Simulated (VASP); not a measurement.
A run of VASP 6.6.1 is set up as follows.

The input INCAR:

```
PREC = Accurate
ENCUT = 520
EDIFF = 1E-8
ISMEAR = -1
SIGMA = 0.02
LREAL = F
LASPH = T
NELM = 80
ALGO = Normal
ISIF = 2
LWAVE = F
LCHARG = F
GGA = PE
LEFG = T
NBANDS = 45
```

KPOINTS

```
Automatic mesh
0
Gamma
  4 4 9
```

POSCAR

```
Si3N4
1.0
    7.6170000000      0.0000000000      0.0000000000
   -3.8085000000      6.5965155006      0.0000000000
    0.0000000000      0.0000000000      2.9134000000
Si N
6 8
Direct
    0.1784000000      0.7749000000      0.2500000000
    0.4035000000      0.1784000000      0.7500000000
    0.2251000000      0.4035000000      0.2500000000
    0.8216000000      0.2251000000      0.7500000000
    0.5965000000      0.8216000000      0.2500000000
    0.7749000000      0.5965000000      0.7500000000
    0.3333333333      0.6666666667      0.2500000000
    0.6666666667      0.3333333333      0.7500000000
    0.3359000000      0.0328000000      0.2500000000
    0.3031000000      0.3359000000      0.7500000000
    0.9672000000      0.3031000000      0.2500000000
    0.6641000000      0.9672000000      0.7500000000
    0.6969000000      0.6641000000      0.2500000000
    0.0328000000      0.6969000000      0.7500000000
```

Potentials or basis: VASP PAW PBE potentials, release 64 (Si, N).

Run with:

```console
$ cat potpaw_PBE.64/Si/POTCAR potpaw_PBE.64/N/POTCAR > POTCAR
$ mpirun -np 1 vasp_std > vasp.out
```

**Question.** What does it give for the pressure?

**Answer.** 4.1 GPa.

**Question.** Predict the largest force.

**Answer.** 1.174 eV/Å.

**Question.** What does it give for the band gap on the k mesh?

**Answer.** 4.13 eV.

Stress tensor (GPa, compression positive):
```
4.51 0.00 0.00
0.00 4.51 0.00
0.00 0.00 3.38
```

Caveat: the cell stands under pressure; without QUAD_EFG the Cq values of the log hold for a quadrupole moment of 1 mb, not for the nuclei; an odd mesh through Γ misses points on the zone boundary, where band edges can lie; forces of over 1 eV/Å act on the atoms, so gaps and moduli don't describe the material at rest. PBE gaps usually lie below the measured ones, often by a third to a half.
